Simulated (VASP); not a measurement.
HfO2: single point with PBE

The system is HfO2.

```
Hf O
1.0
     3.76650    0.00000    0.00000
     0.00000    3.76650    0.00000
     0.00000    0.00000    5.18590
Hf O
2 4
Direct
  0.50000 0.50000 0.50000
  0.00000 0.00000 0.00000
  0.00000 0.50000 0.68555
  0.50000 0.00000 0.81445
  0.50000 0.00000 0.31445
  0.00000 0.50000 0.18555
```

```json
{"Program": "VASP 6.6.1", "Task": "single point", "Functional": "PBE", "Potentials or basis": "VASP PAW PBE potentials, release 64 (Hf_pv, O)", "Cutoff": "520 eV", "k mesh": "6 × 6 × 4", "Occupations": "gaussian, width 0.02 eV", "Spin": "no spin polarisation"}
```

* Pressure: -16.9 GPa
* Largest force: 0.051 eV/Å
* Band gap on the k mesh: 3.78 eV, indirect (least direct gap 3.84 eV)

Forces in eV/Å, atoms in the order of the input:
```
Hf   0.000  0.000  0.000
Hf   0.000  0.000  0.000
O    0.000  0.000 -0.051
O    0.000  0.000  0.051
O    0.000  0.000  0.051
O    0.000  0.000 -0.051
```

Stress tensor (GPa, compression positive):
```
-24.28   0.00   0.00
  0.00 -24.28   0.00
  0.00   0.00  -2.28
```

Levels at points of the mesh, in eV from the valence-band top:
```csv
k point,band 18,band 19,band 20,band 21,band 22,band 23,band 24,band 25,band 26,band 27
"(0.00, 0.00, 0.00)",-1.77,-0.75,-0.60,-0.60,-0.06,3.78,3.98,4.57,5.18,6.27
"(0.50, 0.00, 0.00)",-2.39,-1.66,-1.66,-0.11,-0.11,4.13,4.13,5.26,5.26,6.19
"(0.50, 0.50, 0.00)",-1.52,-1.29,-1.29,-0.44,-0.44,4.75,4.75,5.58,5.58,5.75
"(0.00, 0.00, 0.50)",-2.63,-1.24,-1.24,-0.51,-0.51,4.41,4.41,4.89,4.89,7.45
"(0.50, 0.00, 0.50)",-2.04,-1.72,-1.72,-1.17,-1.17,4.36,4.36,4.95,4.95,6.05
"(0.50, 0.50, 0.50)",-1.93,-1.93,-1.93,-0.71,-0.71,4.79,4.79,5.82,5.82,5.86
```

Wall time 2.2 min on 1 thread of AMD EPYC 7571, on a shared host, peak memory 0.17 GiB.

Caveat: spin-orbit coupling is left out, which moves the levels of the heavy elements. Expect the measured gap to be larger: semilocal functionals such as PBE lack the derivative discontinuity.
